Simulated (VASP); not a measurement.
Wanted: the native input for a VASP 6.6.1 run.

```
Task                   : single point
Functional             : r2SCAN
Potentials or basis    : VASP PAW PBE potentials, release 64 (Cu)
Cutoff                 : 520 eV
k mesh                 : 12 × 12 × 7
Occupations            : fermi-dirac, width 0.05 eV
Spin                   : no spin polarisation
Dipole correction      : no
Further INCAR settings : ALGO = Normal; EDIFF = 1e-07; NBANDS = 18
```

Crystal: Cu.

```xyz
2
Lattice="2.5838 0.0000 0.0000 -1.2919 2.2376 0.0000 0.0000 0.0000 4.1932" Properties=species:S:1:pos:R:3 pbc="T T T"
Cu    1.2919    0.7459    3.1449
Cu    0.0000    1.4918    1.0483
```

One way to write it, as run:

POSCAR

```
Cu
1.0
    2.5837974578      0.0000000000      0.0000000000
   -1.2918987289      2.2376342367      0.0000000000
    0.0000000000      0.0000000000      4.1932301247
Cu
2
Direct
    0.6666666667      0.3333333333      0.7500000000
    0.3333333333      0.6666666667      0.2500000000
```

INCAR.step1

```
PREC = Accurate
ENCUT = 520
ISMEAR = -1
SIGMA = 0.05
LREAL = F
LASPH = T
NELM = 60
NBANDS = 18
GGA = PE
ALGO = Normal
EDIFF = 1E-4
LWAVE = T
LCHARG = F
```

INCAR.step2

```
PREC = Accurate
ENCUT = 520
EDIFF = 1E-7
ISMEAR = -1
SIGMA = 0.05
LREAL = F
LASPH = T
NELM = 60
ALGO = Normal
ISIF = 2
LWAVE = F
LCHARG = T
METAGGA = R2SCAN
LMIXTAU = T
LELF = T
LVHAR = T
NBANDS = 18
ISTART = 1
```

KPOINTS

```
Automatic mesh
0
Gamma
  12 12 7
```

Potentials or basis: VASP PAW PBE potentials, release 64 (Cu).

Command:

```sh
$ cat potpaw_PBE.64/Cu/POTCAR > POTCAR
$ cp INCAR.step1 INCAR
$ mpirun -np 1 vasp_std > vasp.out
$ cp INCAR.step2 INCAR
$ mpirun -np 1 vasp_std > vasp.out
```

It gave:

```json
{"Pressure": "-7.2 GPa", "Band gap on the k mesh": "zero (band 11 reaches 11.15 eV, above the bottom of band 12 at 5.14 eV)"}
```

Caveat: the PAW data sets were made with another functional, which shifts forces and pressure a little.

It took 55 s on 1 thread of Intel(R) Xeon(R) 6975P-C (Granite Rapids) (shared host), peak memory 0.15 GiB.
